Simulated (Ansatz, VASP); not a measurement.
Two plane-wave programs on AlN

The input INCAR:

```
SYSTEM = AlN
  PREC = Accurate
  ENCUT = 520
  EDIFF = 1E-6
  ISMEAR = 0
  SIGMA = 0.05
  LREAL = .FALSE.
  LASPH = .TRUE.
  NELM = 100
  ALGO = Normal
  ISIF = 2
  LWAVE = .FALSE.
  LCHARG = .FALSE.
  GGA = PE
  NBANDS = 26
```

The input KPOINTS:

```
regular mesh
0
G
  8 8 3
  0 0 0
```

File POSCAR:

```
AlN
1.0
   -3.1110021516      0.0000000000      0.0000000000
   -1.5555010758     -2.6942068945      0.0000000000
   -3.1111577017     -1.7962277366      9.9560000000
Al N
4 4
Direct
   -0.2691967917     -0.2691967917      0.9037500000
    0.0641532083      0.0641532083      0.4037500000
    0.5641615417      0.5641615417      0.1537500000
    0.2308115417      0.2308115417      0.6537500000
    0.2691634583      0.2691634583      0.0962500000
   -0.0641865417     -0.0641865417      0.5962500000
    0.4358217917      0.4358217917      0.3462500000
    0.1024717917      0.1024717917      0.8462500000
```

Input for Ansatz:

```yaml
crystal:
  lattice:
    - [-3.1110021516, 0.0, 0.0]
    - [-1.5555010758, -2.6942068945, 0.0]
    - [-3.1111577017, -1.7962277366, 9.956]
  atoms:
    - { symbol: Al, position: [-0.2691967917, -0.2691967917, 0.90375] }
    - { symbol: Al, position: [0.0641532083, 0.0641532083, 0.40375] }
    - { symbol: Al, position: [0.5641615417, 0.5641615417, 0.15375] }
    - { symbol: Al, position: [0.2308115417, 0.2308115417, 0.65375] }
    - { symbol: "N", position: [0.2691634583, 0.2691634583, 0.09625] }
    - { symbol: "N", position: [-0.0641865417, -0.0641865417, 0.59625] }
    - { symbol: "N", position: [0.4358217917, 0.4358217917, 0.34625] }
    - { symbol: "N", position: [0.1024717917, 0.1024717917, 0.84625] }
basis:
  ecutwfc: 420
kpoints:
  mp_grid: { grid: [8, 8, 3] }
hamiltonian:
  xc: pbe
scf:
  occupations: { method: gaussian, width: 0.05 }
output:
  forces: true
  stress: true
  eigenvalues: true
```

Alike in both runs: task single point; functional PBE; k mesh 8 × 8 × 3; occupations gaussian, width 0.05 eV; no spin polarisation.

```csv
,VASP,Ansatz
version,VASP 6.6.1,Ansatz 0.2.0
potentials or method,"VASP PAW PBE potentials, release 64 (Al, N), cutoff 520 eV","scalar-relativistic, plane waves, PAW"
valence electrons in the cell,32,32
```

|  | VASP | Ansatz | Ansatz less VASP |
| --- | --- | --- | --- |
| gap on the k mesh at the Fermi level (eV) | 2.91 | 2.93 | +0.014 |
| least direct gap on the mesh (eV) | 3.34 | 3.33 | -0.005 |
| pressure (GPa) | 2.5 | 2.8 | +0.25 |
| traceless stress, the component that is largest in VASP (GPa) | 7.43 | 7.41 | -0.020 |
| rms of the force components (eV/Å) | 0.555 | 0.555 | +0.0008 |

Atom by atom the forces differ by 0.004 eV/Å (rms over components). The functional is the same, so the differences come from potentials, cutoffs and numerics.
